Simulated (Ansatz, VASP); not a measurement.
# Cr: VASP beside Ansatz

```xyz
1
Lattice="-1.1669 1.1669 1.1669 1.1669 -1.1669 1.1669 1.1669 1.1669 -1.1669" Properties=species:S:1:pos:R:3 pbc="T T T"
Cr    0.0000    0.0000    0.0000
```

Change from the starting cell: volume scaled by 0.55, LAPW.

Alike in both runs: task single point; functional PBE; k mesh 21 × 21 × 21; occupations fermi-dirac, width 0.08 eV; no spin polarisation.

|  | VASP | Ansatz |
| --- | --- | --- |
| version | VASP 6.6.1 | Ansatz 0.2.0 |
| potentials or method | VASP PAW PBE potentials, release 64 (Cr_pv), cutoff 520 eV | all-electron LAPW, scalar-relativistic |

|  | VASP | Ansatz | Ansatz less VASP |
| --- | --- | --- | --- |
| pressure (GPa) | 526.7 | 506.0 | -20.64 |

Both programs put the cell under a high pressure, so it lies far from rest at this level. Ansatz ran all-electron here, and VASP with PAW potentials.

Noted on VASP's run: the cell as given lies far from equilibrium.
